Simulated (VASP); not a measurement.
A run of VASP 6.6.1 is set up as follows.

Contents of INCAR:

```
ALGO = Normal
EDIFF = 1E-7
ENCUT = 520
GGA = RP
ISIF = 2
ISMEAR = -1
IVDW = 12
LASPH = True
LCHARG = False
LREAL = False
LWAVE = False
NBANDS = 14
NELM = 80
PREC = Accurate
SIGMA = 0.05
```

File KPOINTS:

```
k-points
0
Gamma
  8 8 8
```

Contents of POSCAR:

```
NaCl
1.0
    3.1800359021      0.0000000000      0.0000000000
    0.0000000000      3.1800359021      0.0000000000
    0.0000000000      0.0000000000      3.1800359021
Cl Na
1 1
Direct
    0.5000000000      0.5000000000      0.5000000000
    0.0000000000      0.0000000000      0.0000000000
```

Potentials or basis: VASP PAW PBE potentials, release 64 (Cl, Na_pv).

Launch:

```console
$ cat potpaw_PBE.64/Cl/POTCAR potpaw_PBE.64/Na_pv/POTCAR > POTCAR
$ mpirun -np 1 vasp_std > vasp.out
```

Task: What does it give for the dispersion energy per atom?

Result: -1.428 eV.

Task: Predict the band gap on the k mesh.

Result: 5.52 eV, indirect (least direct gap 5.55 eV).

Task: Predict the pressure.

Result: -0.1 GPa.

Caveat: the PAW data sets were made with another functional, which shifts forces and pressure a little. A hybrid or GW would open this gap; RPBE tends to underestimate it.
